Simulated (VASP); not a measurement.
Here is a VASP 6.6.1 calculation.

INCAR

```
PREC = Accurate
ENCUT = 520
EDIFF = 1E-6
ISMEAR = 0
SIGMA = 0.15
LREAL = F
LASPH = T
NELM = 60
ALGO = Normal
ISIF = 2
LWAVE = F
LCHARG = F
GGA = PS
NBANDS = 16
```

KPOINTS

```
Automatic mesh
0
Gamma
  18 18 6
```

The input POSCAR:

```
C
1.0
    2.4587330167      0.0000000000      0.0000000000
   -1.2293665084      2.1293252536      0.0000000000
    0.0000000000      0.0000000000      7.2458067263
C
4
Direct
   -0.1821774786     -0.1333631704      0.0025000000
    0.1821774786      0.1333631704      0.5025000000
    0.1511388968      0.5332910823      0.0025000000
    0.8488611032      0.4667089177      0.5025000000
```

Potentials or basis: VASP PAW PBE potentials, release 64 (C).

Launch:

```console
$ cat potpaw_PBE.64/C/POTCAR > POTCAR
$ mpirun -np 1 vasp_std > vasp.out
```

(1) Estimate the largest force.

(2) Predict the pressure.

Answers

(1) 0.006 eV/Å.

(2) 0.7 GPa.

Caveat: the cell differs from its parent crystal (mode 4 frozen in at -0.284 Å and mode 5 at -0.284 Å (largest displacements)); the PAW data sets were made with another functional, which shifts forces and pressure a little; this functional lacks dispersion, which binds the layers, so the pressure and a relaxed spacing across them are unreliable.
